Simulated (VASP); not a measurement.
Wanted: the native input for a VASP 6.6.1 run.

* Task: single point
* Functional: PBE
* Dispersion: D3(BJ)
* Potentials or basis: VASP PAW PBE potentials, release 64 (B, N)
* Cutoff: 520 eV
* k mesh: 12 × 12 × 4
* Occupations: gaussian, width 0.05 eV
* Spin: no spin polarisation
* Dipole correction: no
* Further INCAR settings: ALGO = Normal; EDIFF = 1e-07; NBANDS = 16

The structure of BN lies in POSCAR:

```
BN
1.0
    2.5061233057      0.0000000000      0.0000000000
   -1.2530616528      2.1703664477      0.0000000000
    0.0000000000      0.0000000000      6.5973571420
B N
2 2
Direct
   -0.0221160809     -0.0442321619      0.4272435932
    0.3333333333      0.6666666667      0.0000000000
    0.0000000000      0.0000000000      0.0000000000
    0.6666666667      0.3333333333      0.5000000000
```

This cell differs from its parent crystal: atom 1 (B) moved by -0.096 Å along [1 2 0] and -0.480 Å along [0 0 1].

One way to write it, as run:

INCAR

```
SYSTEM = BN
ALGO = Normal
EDIFF = 1E-7
ENCUT = 520
GGA = PE
ISIF = 2
ISMEAR = 0
IVDW = 12
LASPH = .True.
LCHARG = .False.
LREAL = .False.
LWAVE = .False.
NBANDS = 16
NELM = 60
PREC = Accurate
SIGMA = 0.05
```

KPOINTS

```
k-points
0
Gamma
  12 12 4
  0 0 0
```

Potentials or basis: VASP PAW PBE potentials, release 64 (B, N).

Launch:

```sh
$ cat potpaw_PBE.64/B/POTCAR potpaw_PBE.64/N/POTCAR > POTCAR
$ mpirun -np 1 vasp_std > vasp.out
```

Results of the run:

```json
{
 "Pressure": "-4.5 GPa",
 "Largest force": "6.909 eV/Å",
 "Band gap on the k mesh": "1.90 eV, indirect (least direct gap 2.07 eV)",
 "Dispersion energy per atom": "-0.143 eV"
}
```

Caveat: the cell differs from its parent crystal (atom 1 (B) moved by -0.096 Å along [1 2 0] and -0.480 Å along [0 0 1]); forces of over 1 eV/Å act on the atoms, so gaps and moduli don't describe the material at rest.

It took 90 s on 1 thread of Intel(R) Xeon(R) Platinum 8259CL CPU @ 2.50GHz (Skylake/Cascade Lake) (shared host), peak memory 0.21 GiB.
